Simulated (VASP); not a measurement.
Wanted: the native input for a VASP 6.6.1 run.

* Task: single point
* Functional: r2SCAN
* Potentials or basis: VASP PAW PBE potentials, release 64 (Rb_sv)
* Cutoff: 520 eV
* k mesh: 8 × 8 × 8
* Occupations: methfessel-paxton, width 0.03 eV
* Spin: no spin polarisation
* Dipole correction: no
* Further INCAR settings: ALGO = Normal; EDIFF = 1e-07; NBANDS = 10

Crystal: Rb.

```
Rb
1.0
    -2.86772    2.86772    2.86772
     2.86772   -2.86772    2.86772
     2.86772    2.86772   -2.86772
Rb
1
Direct
  0.00000 0.00000 0.00000
```

One way to write it, as run:

POSCAR

```
Rb
1.0
   -2.8677202310      2.8677202310      2.8677202310
    2.8677202310     -2.8677202310      2.8677202310
    2.8677202310      2.8677202310     -2.8677202310
Rb
1
Direct
    0.0000000000      0.0000000000      0.0000000000
```

INCAR.step1

```
SYSTEM = Rb
ALGO     = Normal         ! electronic algorithm
EDIFF    = 1E-4           ! SCF threshold, eV
ENCUT    = 520            ! plane-wave cutoff, eV
GGA      = PE             ! functional
ISMEAR   = 1              ! smearing method
LASPH    = .True.         ! aspherical terms in the spheres
LCHARG   = .False.        ! write CHGCAR
LREAL    = .False.        ! projectors in reciprocal space
LWAVE    = .True.         ! write WAVECAR
NBANDS   = 10             ! bands
NELM     = 60             ! most SCF steps
PREC     = Accurate       ! precision mode
SIGMA    = 0.03           ! smearing width, eV
```

INCAR.step2

```
SYSTEM = Rb
ALGO     = Normal         ! electronic algorithm
EDIFF    = 1E-7           ! SCF threshold, eV
ENCUT    = 520            ! plane-wave cutoff, eV
ISIF     = 2              ! what is computed and relaxed
ISMEAR   = 1              ! smearing method
ISTART   = 1            
LASPH    = .True.         ! aspherical terms in the spheres
LCHARG   = .True.         ! write CHGCAR
LELF     = .True.         ! ELF
LMIXTAU  = .True.       
LREAL    = .False.        ! projectors in reciprocal space
LVHAR    = .True.       
LWAVE    = .False.        ! write WAVECAR
METAGGA  = R2SCAN         ! meta-GGA
NBANDS   = 10             ! bands
NELM     = 60             ! most SCF steps
PREC     = Accurate       ! precision mode
SIGMA    = 0.03           ! smearing width, eV
```

KPOINTS

```
k-points
0
Gamma
  8 8 8
  0 0 0
```

Potentials or basis: VASP PAW PBE potentials, release 64 (Rb_sv).

Launch:

```console
$ cat potpaw_PBE.64/Rb_sv/POTCAR > POTCAR
$ cp INCAR.step1 INCAR
$ mpirun -np 1 vasp_std > vasp.out
$ cp INCAR.step2 INCAR
$ mpirun -np 1 vasp_std > vasp.out
```

It gave:

* Pressure: 0.0 GPa
* Band gap on the k mesh: zero (an odd number of electrons rules out a gap without spin polarisation)

Caveat: the PAW data sets were made with another functional, which shifts forces and pressure a little.

Run time: 3.9 min on 1 thread of Intel Xeon 8259CL, on a shared host, peak memory 0.25 GiB.
